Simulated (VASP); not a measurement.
A run of VASP 6.6.1 is set up as follows.

The input INCAR:

```
SYSTEM = Ir
PREC = Accurate
ENCUT = 520
EDIFF = 1E-7
ISMEAR = -1
SIGMA = 0.05
LREAL = .FALSE.
LASPH = .TRUE.
NELM = 60
ALGO = Normal
ISIF = 2
LWAVE = .FALSE.
LCHARG = .FALSE.
NBANDS = 16
```

The input KPOINTS:

```
regular mesh
0
G
  14 14 8
  0 0 0
```

The input POSCAR:

```
Ir
1.0
    2.7926507000      0.0000000000      0.0000000000
   -1.3963253500      2.4185014000      0.0000000000
    0.0000000000      0.0000000000      4.4622900000
Ir
2
Direct
    0.6666666667      0.3333333333      0.7500000000
    0.3333333333      0.6666666667      0.2500000000
```

Potentials or basis: VASP PAW LDA potentials, release 64 (Ir).

Run with:

```console
$ cat potpaw_LDA.64/Ir/POTCAR > POTCAR
$ mpirun -np 1 vasp_std > vasp.out
```

Task: Predict the band gap on the k mesh.

Result: Zero (band 9 reaches 10.26 eV, above the bottom of band 10 at 7.22 eV).

Task: What does it give for the pressure?

Result: -24.4 GPa.

Stress tensor (GPa, compression positive):
```
-25.48   0.00   0.00
  0.00 -25.48   0.00
  0.00   0.00 -22.20
```

Caveat: spin-orbit coupling is left out, which moves the levels of the heavy elements.
